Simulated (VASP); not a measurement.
The system is GaN.

```
Ga N
1.0
     0.00000    2.28316    2.28316
     2.28316    0.00000    2.28316
     2.28316    2.28316    0.00000
Ga N
1 1
Direct
  0.00000 0.00000 0.00000
  0.25000 0.25000 0.25000
```

Base run:

* Program: VASP 6.6.1
* Functional: BLYP
* Dispersion: D3(BJ)
* Potentials or basis: VASP PAW PBE potentials, release 64 (Ga_d, N)
* Cutoff: 520 eV
* k mesh: 10 × 10 × 10
* Occupations: fermi-dirac, width 0.05 eV
* Spin: no spin polarisation

Its results: band gap on the k mesh 1.55 eV, direct; pressure -3.0 GPa.

Task: After a change of settings the same cell gave: band gap on the k mesh 1.55 eV, direct; pressure -6.1 GPa. Which change was it?
A. functional from BLYP to PBEsol
B. potentials or basis from VASP PAW PBE potentials, release 64 (Ga_d, N) to VASP PAW PBE potentials, release 64 (Ga_d, N_h); cutoff from 520 eV to 910 eV; further incar settings from ALGO = Normal; EDIFF = 1e-07; NBANDS = 16 to ALGO = Normal; EDIFF = 1e-06; NBANDS = 16
C. dispersion from D3(BJ) to D4
D. dispersion from D3(BJ) to none; further incar settings from ALGO = Normal; EDIFF = 1e-07; NBANDS = 16 to ALGO = Normal; EDIFF = 1e-06; NBANDS = 16

Result: C.

Caveats: the PAW data sets were made with another functional, which shifts forces and pressure a little.
